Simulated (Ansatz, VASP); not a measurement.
**Two plane-wave programs on C**

File INCAR:

```
SYSTEM = C
PREC = Accurate
ENCUT = 600
EDIFF = 1E-6
ISMEAR = -1
SIGMA = 0.1
LREAL = .FALSE.
LASPH = .TRUE.
NELM = 120
ALGO = Normal
ISIF = 2
LWAVE = .FALSE.
LCHARG = .FALSE.
GGA = RE
NBANDS = 8
GGA_COMPAT = .FALSE.
```

KPOINTS

```
Automatic mesh
0
G
  20 20 20
  0 0 0
```

POSCAR

```
C
1.0
    1.7514956919      0.0000000000      0.0000000000
    0.0000000000      1.7514956919      0.0000000000
    0.0000000000      0.0000000000      1.7514956919
C
1
Direct
    0.0000000000      0.0000000000      0.0000000000
```

Input for Ansatz:

```yaml
crystal:
  lattice:
    - [1.7514956919, 0.0, 0.0]
    - [0.0, 1.7514956919, 0.0]
    - [0.0, 0.0, 1.7514956919]
  atoms:
    - { symbol: C, position: [0.0, 0.0, 0.0] }
hamiltonian:
  xc: revpbe
  pseudopotentials:
    kind: paw
    azcp:
      C: "pseudopotentials/C.paw.azcp"
basis:
  ecutwfc: 420
  fft_grid_basis: typed
kpoints:
  mp_grid: { grid: [20, 20, 20], shift: [0, 0, 0] }
magnetization:
  spin_polarized: false
scf:
  occupations: { method: fermi_dirac, width: 0.1 }
  lower_state_search: "off"
output:
  stress: true
```

Alike in both runs: task single point; functional revPBE; k mesh 20 × 20 × 20; occupations fermi-dirac, width 0.1 eV; no spin polarisation.

|  | VASP | Ansatz |
| --- | --- | --- |
| version | VASP 6.6.1 | Ansatz 0.2.0 |
| potentials or method | VASP PAW PBE potentials, release 64 (C), cutoff 600 eV | plane waves (420 eV) with PAW, scalar-relativistic |
| valence electrons in the cell | 4 | 4 |

|  | VASP | Ansatz | Ansatz less VASP |
| --- | --- | --- | --- |
| pressure (GPa) | 18.2 | 18.5 | +0.31 |

VASP's potentials were made for PBE, not for revPBE.
